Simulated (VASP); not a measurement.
Here is a VASP 6.6.1 calculation.

Contents of INCAR:

```
PREC = Accurate
ENCUT = 520
EDIFF = 1E-7
ISMEAR = 0
SIGMA = 0.15
LREAL = F
LASPH = T
NELM = 80
ALGO = Fast
ISIF = 2
LWAVE = F
LCHARG = F
GGA = PS
NBANDS = 58
```

The input KPOINTS:

```
regular mesh
0
Gamma
  8 12 8
```

The input POSCAR:

```
NiGe
1.0
    5.3107947876      0.0000000000      0.0000000000
    0.0000000000      3.4400167648      0.0000000000
    0.0000000000      0.0000000000      5.7392574988
Ni Ge
4 4
Direct
    0.9929865338      0.7500000000      0.1888713156
    0.0070134662      0.2500000000      0.8111286844
    0.5070134662      0.2500000000      0.6888713156
    0.4929865338      0.7500000000      0.3111286844
    0.8116425502      0.7500000000      0.5883967035
    0.1883574498      0.2500000000      0.4116032965
    0.6883574498      0.2500000000      0.0883967035
    0.3116425502      0.7500000000      0.9116032965
```

Potentials or basis: VASP PAW PBE potentials, release 64 (Ni, Ge_d).

Run with:

```bash
$ cat potpaw_PBE.64/Ni/POTCAR potpaw_PBE.64/Ge_d/POTCAR > POTCAR
$ mpirun -np 1 vasp_std > vasp.out
```

**Question.** Predict the pressure.

**Answer.** 0.2 GPa.

**Question.** Estimate the band gap on the k mesh.

**Answer.** Zero (bands 48 and 49 overlap by 1.74 eV).

**Question.** Predict the largest force.

**Answer.** 0.014 eV/Å.

Stress tensor (GPa, compression positive):
```
0.28 0.00 0.00
0.00 0.29 0.00
0.00 0.00 0.15
```

Caveat: the PAW data sets were made with another functional, which shifts forces and pressure a little. Spin polarisation is off, so any magnetic state and its effect on volume and gap are missing.
